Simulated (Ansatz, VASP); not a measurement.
# BN in VASP and in Ansatz

File INCAR:

```
SYSTEM = BN
PREC = Accurate
ENCUT = 600
EDIFF = 1E-7
ISMEAR = 0
SIGMA = 0.02
LREAL = .FALSE.
LASPH = .TRUE.
NELM = 120
ALGO = Normal
ISIF = 3
LWAVE = .FALSE.
LCHARG = .FALSE.
GGA = PE
IBRION = 2
NSW = 100
EDIFFG = -0.002
GGA_COMPAT = .FALSE.
NELMIN = 4
```

KPOINTS

```
regular mesh
0
G
  15 15 8
  0 0 0
```

File POSCAR:

```
BN
1.0
    2.5360000000      0.0000000000      0.0000000000
   -1.2680000000      2.1962404240      0.0000000000
    0.0000000000      0.0000000000      4.1990000000
B N
2 2
Direct
    0.6666666667      0.3333333333      0.0000000000
    0.3333333333      0.6666666667      0.5000000000
    0.6666666667      0.3333333333      0.3750000000
    0.3333333333      0.6666666667      0.8750000000
```

Input for Ansatz:

```yaml
crystal:
  lattice:
    - [2.536, 0.0, 0.0]
    - [-1.268, 2.196240424, 0.0]
    - [0.0, 0.0, 4.199]
  atoms:
    - { symbol: B, position: [0.6666666667, 0.3333333333, 0.0] }
    - { symbol: B, position: [0.3333333333, 0.6666666667, 0.5] }
    - { symbol: "N", position: [0.6666666667, 0.3333333333, 0.375] }
    - { symbol: "N", position: [0.3333333333, 0.6666666667, 0.875] }
basis:
  ecutwfc: 420
kpoints:
  mp_grid: { grid: [15, 15, 8] }
hamiltonian:
  xc: pbe
  pseudopotentials: { kind: paw }
scf:
  occupations: { method: gaussian, width: 0.02 }
output:
  forces: true
  stress: true
  eigenvalues: true
  write_density: true
  write_potential: true
  elf: true
  volumetric_format: npy
relax:
  adjacent_minimum: "off"
  f_tol: 0.002
  max_steps: 80
  cell: { stress_tol: 0.02 }
```

Alike in both runs: task relaxation of cell and atoms; functional PBE; k mesh 15 × 15 × 8; occupations gaussian, width 0.02 eV; no spin polarisation.

|  | VASP | Ansatz |
| --- | --- | --- |
| version | VASP 6.6.1 | Ansatz 0.2.0 |
| potentials or method | VASP PAW PBE potentials, release 64 (B, N), cutoff 600 eV | scalar-relativistic, plane waves, PAW |
| valence electrons in the cell | 16 | 16 |

VASP gave:

* gap on the k mesh at the Fermi level, each at its own relaxed structure (eV): 5.21
* relaxed volume (Å³/atom): 5.97
* relaxed cell length with the largest relative difference (Å): 4.224

Estimate Ansatz's values.

gap on the k mesh at the Fermi level, each at its own relaxed structure (eV): 5.23; relaxed volume (Å³/atom): 5.97; relaxed cell length with the largest relative difference (Å): 4.225.
